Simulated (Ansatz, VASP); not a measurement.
## One calculation of Li, two programs

```
Li
1.0
     0.00000    2.16897    2.13594
     2.16897    0.00000    2.13594
     2.16897    2.16897    0.00000
Li
1
Direct
  0.00000 0.00000 0.00000
```

Change from the starting cell: strain -0.015 along x and y, -0.030 along z, atoms carried along.

Alike in both runs: task single point; functional r2SCAN; k mesh 18 × 18 × 18; occupations gaussian, width 0.15 eV; no spin polarisation.

|  | VASP | Ansatz |
| --- | --- | --- |
| version | VASP 6.6.1 | Ansatz 0.2.0 |
| potentials or method | VASP PAW PBE potentials, release 64 (Li_sv), cutoff 830 eV | scalar-relativistic, plane waves, PAW |
| valence electrons in the cell | 3 | 3 |

|  | VASP | Ansatz | Ansatz less VASP |
| --- | --- | --- | --- |
| gap on the k mesh at the Fermi level (eV) | none | none | - |
| pressure (GPa) | 0.3 | 0.6 | +0.28 |
| traceless stress, the component that is largest in VASP (GPa) | 0.14 | 0.07 | -0.064 |

VASP's potentials were made for PBE, not for r2SCAN. A gap of «none» marks a metal or a gap that the smearing closes. With one functional, cell and mesh, what is left measures potentials, basis and numerics.
